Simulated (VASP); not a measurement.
# K (P6_3/mmc) in VASP: single point with PBE

Aim: the single point of K with PBE.

Program: VASP 6.6.1. These are calculated values, not measurements. Logs are shortened: lines on timing, memory, paths and dates and some standing lists are left out, and cuts for length are marked.

### 1 The cell of the first run

The structure is hexagonal, space group P6_3/mmc (No. 194). The conventional cell has a = 4.749 Å, b = 4.749 Å, c = 15.208 Å, α = 90.00°, β = 90.00°, γ = 120.00°.

This isn't the form of K at room conditions, which is bcc.

### 2 Single point, PBE

INCAR

```
  PREC = Accurate
  ENCUT = 520
  EDIFF = 1E-6
  ISMEAR = -1
  SIGMA = 0.1
  LREAL = False
  LASPH = True
  NELM = 100
  ALGO = Normal
  ISIF = 2
  LWAVE = False
  LCHARG = False
  GGA = PE
  NBANDS = 26
```

KPOINTS

```
Automatic mesh
0
Gamma
  6 6 4
```

POSCAR

```
K
1.0
    4.7488495608      0.0000000000      0.0000000000
   -2.3744247804      4.1126243584      0.0000000000
    0.0000000000      0.0000000000     15.2080558891
K
4
Direct
    0.0000000000      0.0000000000      0.0000000000
    0.0000000000      0.0000000000      0.5000000000
    0.3333333333      0.6666666667      0.2500000000
    0.6666666667      0.3333333333      0.7500000000
```

Potentials or basis: VASP PAW PBE potentials, release 64 (K_sv).

On the command line:

```
cat potpaw_PBE.64/K_sv/POTCAR > POTCAR
mpirun -np 1 vasp_std > vasp.out
```

OUTCAR:

```text
PREC = Accurate
   ENCUT = 520
   EDIFF = 1E-6
   ISMEAR = -1
   LREAL = False
   LASPH = True
   NELM = 100
   ISIF = 2
   GGA = PE

 ion  position               nearest neighbor table
   1  0.000  0.000  0.000-
   2  0.000  0.000  0.500-
   3  0.333  0.667  0.250-
   4  0.667  0.333  0.750-

  LATTYP: Found a hexagonal cell.
 ALAT       =     4.7488495608
 C/A-ratio  =     3.2024716080

  Lattice vectors:

 A1 = (   4.7488495608,   0.0000000000,   0.0000000000)
 A2 = (  -2.3744247804,   4.1126243584,   0.0000000000)
 A3 = (   0.0000000000,   0.0000000000,  15.2080558891)

Analysis of symmetry for initial positions (statically):
=====================================================================
 Subroutine PRICEL returns:
 Original cell was already a primitive cell.

 Routine SETGRP: Setting up the symmetry group for a
 hexagonal supercell.

 Subroutine GETGRP returns: Found 24 space group operations
 (whereof 12 operations were pure point group operations)
 out of a pool of 24 trial point group operations.

The static configuration has the point symmetry D_3d.
 The point group associated with its full space group is D_6h.

Analysis of symmetry for dynamics (positions and initial velocities):
=====================================================================
 Subroutine PRICEL returns:
 Original cell was already a primitive cell.

 Routine SETGRP: Setting up the symmetry group for a
 hexagonal supercell.

 Subroutine GETGRP returns: Found 24 space group operations
 (whereof 12 operations were pure point group operations)
 out of a pool of 24 trial point group operations.

The dynamic configuration has the point symmetry D_3d.
 The point group associated with its full space group is D_6h.

 Subroutine INISYM returns: Found 24 space group operations
 (whereof 12 operations are pure point group operations),
 and found     1 'primitive' translations

----------------------------------------------------------------------------------------

                                     Primitive cell

  volume of cell :     297.0169

  direct lattice vectors                    reciprocal lattice vectors
     4.748849561  0.000000000  0.000000000     0.210577317  0.121576871  0.000000000
    -2.374424780  4.112624358  0.000000000     0.000000000  0.243153741  0.000000000
     0.000000000  0.000000000 15.208055889     0.000000000  0.000000000  0.065754624

  length of vectors
     4.748849561  4.748849561 15.208055889     0.243153741  0.243153741  0.065754624

  position of ions in fractional coordinates (direct lattice)
     0.000000000  0.000000000  0.000000000
     0.000000000  0.000000000  0.500000000
     0.333333333  0.666666667  0.250000000
     0.666666667  0.333333333  0.750000000

  ion indices of the primitive-cell ions
   primitive index   ion index
                 1           1
                 2           2
                 3           3
                 4           4

----------------------------------------------------------------------------------------

 KPOINTS: Automatic mesh

Automatic generation of k-mesh.
 Grid dimensions read from file:
 generate k-points for:    6    6    4

 Generating k-lattice:

  Cartesian coordinates                     Fractional coordinates (reciprocal lattice)
     0.035096220  0.020262812  0.000000000     0.166666667  0.000000000  0.000000000
     0.000000000  0.040525624  0.000000000     0.000000000  0.166666667  0.000000000
     0.000000000  0.000000000  0.016438656     0.000000000  0.000000000  0.250000000

  Length of vectors
     0.040525624  0.040525624  0.016438656

  Shift w.r.t. Gamma in fractional coordinates (k-lattice)
     0.000000000  0.000000000  0.000000000

 Subroutine IBZKPT returns following result:
 ===========================================

 Found     21 irreducible k-points:

 Following reciprocal coordinates:
            Coordinates               Weight
  0.000000  0.000000  0.000000      1.000000
  0.166667  0.000000  0.000000      6.000000
  0.333333 -0.000000  0.000000      6.000000
  0.500000  0.000000  0.000000      3.000000
  0.166667  0.166667  0.000000      6.000000
  0.333333  0.166667  0.000000     12.000000
[... 13 lines left out ...]
  0.333333  0.166667  0.500000     12.000000
  0.333333  0.333333  0.500000      2.000000
   k-points           NKPTS =     21   k-points in BZ     NKDIM =     21   number of bands    NBANDS=     26
   number of dos      NEDOS =    301   number of ions     NIONS =      4
   total plane-waves  NPLWV = 155520
   dimension x,y,z NGX =    36 NGY =   36 NGZ =  120
   dimension x,y,z NGXF=    72 NGYF=   72 NGZF=  240
   ions per type =               4
   NGX,Y,Z   is equivalent  to a cutoff of  12.60, 12.60, 13.12 a.u.
   NGXF,Y,Z  is equivalent  to a cutoff of  25.21, 25.21, 26.24 a.u.
 SYSTEM =  unknown system
   PREC   = accura    normal or accurate (medium, high low for compatibility)
   ISTART =      0    job   : 0-new  1-cont  2-samecut
   ICHARG =      2    charge: 1-file 2-atom 10-const
   ISPIN  =      1    spin polarized calculation?
   LNONCOLLINEAR =      F non collinear calculations
   LSORBIT =      F    spin-orbit coupling
   LASPH  =      T    aspherical Exc in radial PAW
   ENCUT  =  520.0 eV  38.22 Ry    6.18 a.u.   8.83  8.83 28.28*2*pi/ulx,y,z
   NELM   =    100;   NELMIN=  2; NELMDL= -5     # of ELM steps
   EDIFF  = 0.1E-05   stopping-criterion for ELM
   LREAL  =      F    real-space projection
[... 7 lines left out ...]
   TEBEG  =    0.0;   TEEND  =   0.0 temperature during run
   PSTRESS=    0.0 pullay stress
   NELECT =      36.0000    total number of electrons
   NUPDOWN=      -1.0000    fix difference up-down
   EMIN   =  10.00;   EMAX   =-10.00  energy-range for DOS
   EFERMI =   0.00;   METHOD = LEGACY
   ISMEAR =    -1;   SIGMA  =   0.10  broadening in eV -4-tet -1-fermi 0-gaus
   EFERMI_NEDOS =   21; number of points for ismear=-14 and -15
   IALGO  =     38    algorithm
   IMIX   =      4    mixing-type and parameters
     AMIX     =   0.40;   BMIX     =  1.00
     AMIX_MAG =   1.60;   BMIX_MAG =  1.00
  volume/ion in A,a.u.               =      74.25       501.09
  Fermi-wavevector in a.u.,A,eV,Ry     =   0.810181  1.531020  8.930768  0.656393
  Thomas-Fermi vector in A             =   1.919309
   LORBIT       =      0    0 simple, 1 ext, 2 COOP (PROOUT), +10 PAW based schemes
   GGA     = PE    functional components
   LHFCALC =     F    Hartree Fock is set to
   AEXX    =    0.0000 exact exchange contribution
   IVDW    =     0    specifies the selected vdW correction
   LEPSILON=     F    determine dielectric tensor
   LRPA    =     F    only Hartree local field effects (RPA)
 non-spin polarized calculation
  energy-cutoff  :      520.00
  volume of cell :      297.02
 maximum number of plane-waves:      8040
 NGX is ok and might be reduce to    36
   NGX = 17   NGY = 17   NGZ = 57

 number of electron      36.0000006 magnetization

 Free energy of the ion-electron system (eV)
  ---------------------------------------------------
  ext. energy  EPLUGINS =         0.00000000
  ---------------------------------------------------
  free energy    TOTEN  =        -4.22777492 eV

  energy without entropy =       -4.11791886  energy(sigma->0) =       -4.17284689

 E-fermi :  -0.1509     XC(G=0):  -5.6275

 val. band max:       -0.1854038880   @ k =   0.3333  -0.0000   0.2500
 cond. band min:      -0.1003774602   @ k =   0.3333   0.1667   0.2500
 fundamental gap:      0.0850264277
 Fermi energy:        -0.1508515626

 k-point     1 :       0.0000    0.0000    0.0000
  band No.  band energies     occupation
      1     -32.2727      2.00000
      2     -32.2710      2.00000
      3     -32.2704      2.00000
      4     -32.2687      2.00000
      5     -15.7913      2.00000
      6     -15.7584      2.00000
[... 18 lines left out ...]
     25       3.8388      0.00000
     26       3.9185      0.00000

 k-point     2 :       0.1667    0.0000    0.0000
  band No.  band energies     occupation
      1     -32.2719      2.00000
      2     -32.2705      2.00000
      3     -32.2699      2.00000
      4     -32.2684      2.00000
      5     -15.7857      2.00000
      6     -15.7611      2.00000
[... 18 lines left out ...]
     25       3.2106      0.00000
     26       3.2350      0.00000

 k-point     3 :       0.3333   -0.0000    0.0000
  band No.  band energies     occupation
      1     -32.2703      2.00000
      2     -32.2694      2.00000
      3     -32.2688      2.00000
      4     -32.2679      2.00000
      5     -15.7779      2.00000
      6     -15.7762      2.00000
[... 18 lines left out ...]
     25       2.6105      0.00000
     26       2.7033      0.00000

 k-point     4 :       0.5000    0.0000    0.0000
  band No.  band energies     occupation
      1     -32.2693      2.00000
      2     -32.2689      2.00000
      3     -32.2683      2.00000
      4     -32.2679      2.00000
      5     -15.7867      2.00000
      6     -15.7858      2.00000
[... 18 lines left out ...]
     25       2.0036      0.00000
     26       2.3358      0.00000
[... 409 lines left out ...]
      1     -32.2703      2.00000
      2     -32.2703      2.00000
      3     -32.2684      2.00000
      4     -32.2684      2.00000
      5     -15.7753      2.00000
      6     -15.7753      2.00000
[... 18 lines left out ...]
     25       2.6963      0.00000
     26       2.6963      0.00000

 k-point    20 :       0.3333    0.1667    0.5000
  band No.  band energies     occupation
      1     -32.2691      2.00000
      2     -32.2691      2.00000
      3     -32.2680      2.00000
      4     -32.2680      2.00000
      5     -15.7776      2.00000
      6     -15.7776      2.00000
[... 18 lines left out ...]
     25       2.1323      0.00000
     26       2.1323      0.00000

 k-point    21 :       0.3333    0.3333    0.5000
  band No.  band energies     occupation
      1     -32.2686      2.00000
      2     -32.2686      2.00000
      3     -32.2680      2.00000
      4     -32.2680      2.00000
      5     -15.7735      2.00000
      6     -15.7735      2.00000
[... 18 lines left out ...]
     25       1.7668      0.00000
     26       1.7668      0.00000

------------------------ aborting loop because EDIFF is reached ----------------------------------------

  FORCE on cell =-STRESS in cart. coord.  units (eV):
  Direction    XX          YY          ZZ          XY          YZ          ZX
  --------------------------------------------------------------------------------------
  -------------------------------------------------------------------------------------
  Total       -0.0094412     -0.0094412     -0.0066338      0.0000000      0.0000000      0.0000000
  in kB       -0.0509278     -0.0509278     -0.0357840      0.0000000      0.0000000      0.0000000
  external PRESSURE =      -0.0458799 kB  Pullay stress =       0.0000000 kB

 VOLUME and BASIS-vectors are now :
 -----------------------------------------------------------------------------
  energy-cutoff  :      520.00
  volume of cell :      297.02
      direct lattice vectors                 reciprocal lattice vectors
     4.748849561  0.000000000  0.000000000     0.210577317  0.121576871  0.000000000
    -2.374424780  4.112624358  0.000000000     0.000000000  0.243153741  0.000000000
     0.000000000  0.000000000 15.208055889     0.000000000  0.000000000  0.065754624

 POSITION                                       TOTAL-FORCE (eV/Angst)
 -----------------------------------------------------------------------------------
      0.00000      0.00000      0.00000        -0.000000      0.000000     -0.000000
      0.00000      0.00000      7.60403        -0.000000      0.000000     -0.000000
     -0.00000      2.74175      3.80201        -0.000000      0.000000     -0.000000
      2.37442      1.37087     11.40604         0.000000     -0.000000      0.000000
 -----------------------------------------------------------------------------------
    total drift:                               -0.000000      0.000000      0.000000

  FREE ENERGIE OF THE ION-ELECTRON SYSTEM (eV)
  ---------------------------------------------------
  free  energy   TOTEN  =        -4.2277749166 eV

  energy  without entropy=       -4.1179188581  energy(sigma->0) =       -4.17284689
```

Run time: 3.5 min. Hardware: 1 thread of Intel Xeon 8259CL, shared host; peak memory 0.44 GiB.

Results:

```
Free energy            : -4.2278 eV
Pressure               : 0.0 GPa
Band gap on the k mesh : zero (bands 18 and 19 overlap by 2.28 eV)
```

Levels at points of the mesh, in eV from the Fermi level:
| k point | band 14 | band 15 | band 16 | band 17 | band 18 | band 19 | band 20 | band 21 | band 22 | band 23 |
| --- | --- | --- | --- | --- | --- | --- | --- | --- | --- | --- |
| (0.00, 0.00, 0.00) | -15.57 | -15.57 | -15.57 | -2.13 | -1.41 | -1.41 | 0.39 | 0.62 | 2.82 | 2.84 |
| (0.50, 0.00, 0.00) | -15.59 | -15.58 | -15.58 | 0.13 | 0.20 | 0.63 | 0.64 | 0.81 | 0.85 | 1.82 |
| (0.00, 0.00, 0.50) | -15.57 | -15.57 | -15.57 | -1.95 | -1.95 | -0.56 | -0.56 | 1.68 | 1.68 | 3.82 |
| (0.50, 0.00, 0.50) | -15.59 | -15.58 | -15.58 | 0.26 | 0.26 | 0.37 | 0.37 | 1.24 | 1.24 | 1.52 |
